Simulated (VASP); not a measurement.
A run of VASP 6.6.1 is set up as follows.

The input INCAR:

```
  PREC = Accurate
  ENCUT = 520
  EDIFF = 1E-6
  ISMEAR = 0
  SIGMA = 0.01
  LREAL = Auto
  LASPH = T
  NELM = 100
  ALGO = Normal
  ISIF = 2
  LWAVE = F
  LCHARG = F
  GGA = PE
  IBRION = 2
  NSW = 65
  EDIFFG = -0.025
  NELECT = 258.0
```

The input KPOINTS:

```
regular mesh
0
Gamma
  1 1 1
```

The input POSCAR:

```
B32HN32
1.0
    5.0243623083      0.0000000000      8.3431560662
    5.0243623083      0.0000000000     -8.3431560662
   -5.0243623083      8.7024507937      0.0000000000
B N H
32 32 1
Direct
    0.2201418288      0.9478082562      0.1679500851
    0.2175220024      0.9503756052      0.4179033715
    0.2174718739      0.9504286879      0.6679062912
    0.2200819607      0.9478678296      0.9178806031
    0.4687241545      0.1993545113      0.1679448692
    0.4675277663      0.2003813691      0.4179033715
    0.4667768988      0.2011342021      0.6679111009
    0.4673529020      0.2005629295      0.9179134181
    0.7169651945      0.4509364815      0.1679016761
    0.7171098149      0.4507955852      0.4179049650
    0.7174776034      0.4504344173      0.6679062912
    0.7173504886      0.4505605162      0.9179134181
    0.9685903578      0.6992207147      0.1679448692
    0.9671093798      0.7007951501      0.4179049650
    0.9686580548      0.6991630976      0.6678211524
    0.9700127735      0.6977986424      0.9178806031
    0.5326470980      0.7994370705      0.0820865819
    0.5332231012      0.7988657979      0.3320888991
    0.5324722337      0.7996186309      0.5820966285
    0.5312758455      0.8006454887      0.8320551308
    0.7799180393      0.0521321704      0.0821193969
    0.7825281261      0.0495713121      0.3320937088
    0.7824779976      0.0496243948      0.5820966285
    0.7798581712      0.0521917438      0.8320499149
    0.0299872265      0.3022013576      0.0821193969
    0.0313419452      0.3008369024      0.3321788476
    0.0328906202      0.2992048499      0.5820950350
    0.0314096422      0.3007792853      0.8320551308
    0.2826495114      0.5494394838      0.0820865819
    0.2825223966      0.5495655827      0.3320937088
    0.2828901851      0.5492044148      0.5820950350
    0.2830348055      0.5490635185      0.8320983239
    0.4499514628      0.7154640191      0.1654154818
    0.4498095144      0.7156091768      0.4154253727
    0.4490903444      0.7163094326      0.6654130625
    0.4492704987      0.7161251372      0.9154198806
    0.6985004415      0.9669341601      0.1654176983
    0.6998161958      0.9656158583      0.4154253727
    0.6983657609      0.9670670045      0.6654327654
    0.6957231818      0.9694389011      0.9153578753
    0.9459040618      0.2196576152      0.1655616770
    0.9490883811      0.2163393292      0.4154347715
    0.9491036300      0.2163227181      0.6654130625
    0.9459189741      0.2196346935      0.9153578753
    0.1984835383      0.4669172568      0.1654176983
    0.1990954423      0.4663463904      0.4154347715
    0.1997554841      0.4656650622      0.6654205463
    0.1992947435      0.4661493820      0.9154198806
    0.3042768182      0.0305610989      0.0846421247
    0.3016342391      0.0329329955      0.3345672346
    0.3001838042      0.0343841417      0.5845746273
    0.3014995585      0.0330658399      0.8345823017
    0.5507295013      0.2838748628      0.0845801194
    0.5509096556      0.2836905674      0.3345869375
    0.5501904856      0.2843908232      0.5845746273
    0.5500485372      0.2845359809      0.8345845182
    0.8007052565      0.5338506180      0.0845801194
    0.8002445159      0.5343349378      0.3345794537
    0.8009045577      0.5336536096      0.5845652285
    0.8015164617      0.5330827432      0.8345823017
    0.0540810259      0.7803653065      0.0846421247
    0.0508963700      0.7836772819      0.3345869375
    0.0509116189      0.7836606708      0.5845652285
    0.0540959382      0.7803423848      0.8344383230
    0.0000000000      0.0000000000      0.0000000000
```

Potentials or basis: VASP PAW PBE potentials, release 64 (B, N, H).

Command:

```bash
$ cat potpaw_PBE.64/B/POTCAR potpaw_PBE.64/N/POTCAR potpaw_PBE.64/H/POTCAR > POTCAR
$ mpirun -np 1 vasp_gam > vasp.out
```

**Question.** Predict the energy gained by relaxing.

**Answer.** 2.6 meV/atom.

The path:
| step | energy change (eV) | largest force (eV/Å) | pressure (GPa) |
| --- | --- | --- | --- |
| 1 | 0.0000 | 0.7635 | 1.18 |
| 2 | 0.1971 | 1.9477 | 1.32 |
| 3 | -0.0820 | 0.4832 | 1.19 |
| 4 | -0.1359 | 0.2338 | 1.10 |
| 5 | -0.1436 | 0.1343 | 1.13 |
| 6 | -0.1466 | 0.2048 | 1.11 |
| 7 | -0.1494 | 0.1178 | 1.12 |
| 8 | -0.1560 | 0.0805 | 1.11 |
| 9 | -0.1568 | 0.1017 | 1.10 |
| 10 | -0.1603 | 0.0669 | 1.09 |
| 11 | -0.1604 | 0.0716 | 1.09 |
| 12 | -0.1630 | 0.0466 | 1.08 |
| 13 | -0.1638 | 0.0765 | 1.07 |
| 14 | -0.1655 | 0.0456 | 1.06 |
| 15 | -0.1655 | 0.0460 | 1.06 |
| 16 | -0.1662 | 0.0388 | 1.06 |
| 17 | -0.1665 | 0.0455 | 1.05 |
| 18 | -0.1671 | 0.0524 | 1.05 |
| 19 | -0.1672 | 0.0559 | 1.04 |
| 20 | -0.1676 | 0.0544 | 1.04 |
| 21 | -0.1684 | 0.0501 | 1.03 |
| 22 | -0.1689 | 0.0745 | 1.02 |
| 23 | -0.1693 | 0.0696 | 1.02 |
| 24 | -0.1701 | 0.0557 | 1.01 |
| 25 | -0.1709 | 0.0422 | 0.98 |
| 26 | -0.1713 | 0.0309 | 0.98 |
| 27 | -0.1715 | 0.0232 | 0.98 |

Caveat: the k points lie up to 0.81 Å⁻¹ apart; the cell carries a net charge on a neutralising background, which shifts energy and pressure; the cell differs from its parent crystal (with an interstitial atom); the cell is charged against a uniform background, so pressure and absolute levels hang on convention.
